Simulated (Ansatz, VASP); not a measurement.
One calculation of Zr2B, two programs

```
Zr B
1.0
     4.52204    0.00000    0.00000
    -2.26102    3.91620    0.00000
     0.00000    0.00000    2.83114
Zr B
2 1
Direct
  0.33333 0.66667 0.50000
  0.66667 0.33333 0.50000
  0.00000 0.00000 0.00000
```

Alike in both runs: functional PBE; k mesh 6 × 6 × 6; occupations gaussian, width 0.1 eV; no spin polarisation.

Ansatz relaxed the structure, and its values are those at the end. VASP's run is a single point on that final structure, the one shown.

```csv
,VASP,Ansatz
version,VASP 6.6.1,Ansatz 0.2.0
potentials or method,"VASP PAW PBE potentials, release 64 (Zr_sv, B), cutoff 520 eV","scalar-relativistic, plane waves, PAW"
valence electrons in the cell,27,27
```

|  | VASP | Ansatz | Ansatz less VASP |
| --- | --- | --- | --- |
| gap on the k mesh at the Fermi level (eV) | none | none | - |
| pressure (GPa) | 0.1 | 0.0 | -0.17 |

A gap of «none» marks a metal or a gap that the smearing closes. With one functional, cell and mesh, what is left measures potentials, basis and numerics.

The k mesh is coarse, so the values compare programs but aren't converged.
